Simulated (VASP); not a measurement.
A run of VASP 6.6.1 is set up as follows.

The input INCAR:

```
SYSTEM = Si
PREC = Accurate ; ENCUT = 520
EDIFF = 1E-7 ; ISMEAR = -1
SIGMA = 0.1 ; LREAL = .False.
LASPH = .True. ; NELM = 60
ALGO = Normal ; ISIF = 2
LWAVE = .False. ; LCHARG = .False.
GGA = RE ; NBANDS = 8
```

Contents of KPOINTS:

```
Automatic mesh
0
Gamma
  14 14 14
  0 0 0
```

POSCAR

```
Si
1.0
    2.4692037463      0.0000000000      0.0000000000
    0.0000000000      2.4692037463      0.0000000000
    0.0000000000      0.0000000000      2.4692037463
Si
1
Direct
    0.0000000000      0.0000000000      0.0000000000
```

Potentials or basis: VASP PAW PBE potentials, release 64 (Si).

Run with:

```bash
$ cat potpaw_PBE.64/Si/POTCAR > POTCAR
$ mpirun -np 1 vasp_std > vasp.out
```

**Question.** Estimate the pressure.

**Answer.** 10.1 GPa.

**Question.** Estimate the band gap on the k mesh.

**Answer.** Zero (band 2 reaches 16.65 eV, above the bottom of band 3 at 6.15 eV).

Caveat: the PAW data sets were made with another functional, which shifts forces and pressure a little.
